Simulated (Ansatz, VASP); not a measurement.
In in VASP and in Ansatz

Contents of INCAR:

```
SYSTEM = In
  ALGO = Normal
  EDIFF = 1E-8
  ENCUT = 520
  ISIF = 2
  ISMEAR = -1
  LASPH = .True.
  LCHARG = .False.
  LEFG = .True.
  LREAL = .False.
  LWAVE = .False.
  NBANDS = 12
  NELM = 80
  PREC = Accurate
  SIGMA = 0.05
```

File KPOINTS:

```
k-points
0
Gamma
  14 14 14
  0 0 0
```

Contents of POSCAR:

```
In
1.0
   -1.5929539507      1.5929539507      2.4234470537
    1.5929539507     -1.5929539507      2.4234470537
    1.5929539507      1.5929539507     -2.4234470537
In
1
Direct
    0.0000000000      0.0000000000      0.0000000000
```

Input for Ansatz:

```yaml
crystal:
  lattice:
    - [-1.5929539507, 1.5929539507, 2.4234470537]
    - [1.5929539507, -1.5929539507, 2.4234470537]
    - [1.5929539507, 1.5929539507, -2.4234470537]
  atoms:
    - { symbol: In, position: [0.0, 0.0, 0.0] }
kpoints:
  mp_grid: { grid: [14, 14, 14] }
scf:
  occupations: { method: fermi_dirac, width: 0.05 }
hamiltonian:
  xc: lda
  pseudopotentials: { kind: all_electron, datasets: crystal }
output:
  forces: true
  stress: true
  eigenvalues: true
  efg: { contact_densities: true }
```

Change from the starting cell: volume scaled by 0.94, crystal datasets.

Alike in both runs: task electric field gradients; functional LDA; k mesh 14 × 14 × 14; occupations fermi-dirac, width 0.05 eV; no spin polarisation.

|  | VASP | Ansatz |
| --- | --- | --- |
| version | VASP 6.6.1 | Ansatz 0.2.0 |
| potentials or method | VASP PAW LDA potentials, release 64 (In_d), cutoff 520 eV | all-electron PAW with datasets made for the crystal, scalar-relativistic |

```tsv
	VASP	Ansatz	Ansatz less VASP
pressure (GPa)	0.0	0.0	-0.02
traceless stress, the component that is largest in VASP (GPa)	0.40	0.39	-0.009
size of Vzz on the site where it differs most (V/Å²)	23.7	23.6	-0.10
```

LDA's correlation is that of Perdew and Zunger in VASP and of Perdew and Wang (1992) in Ansatz. Ansatz ran all-electron here, and VASP with PAW potentials.
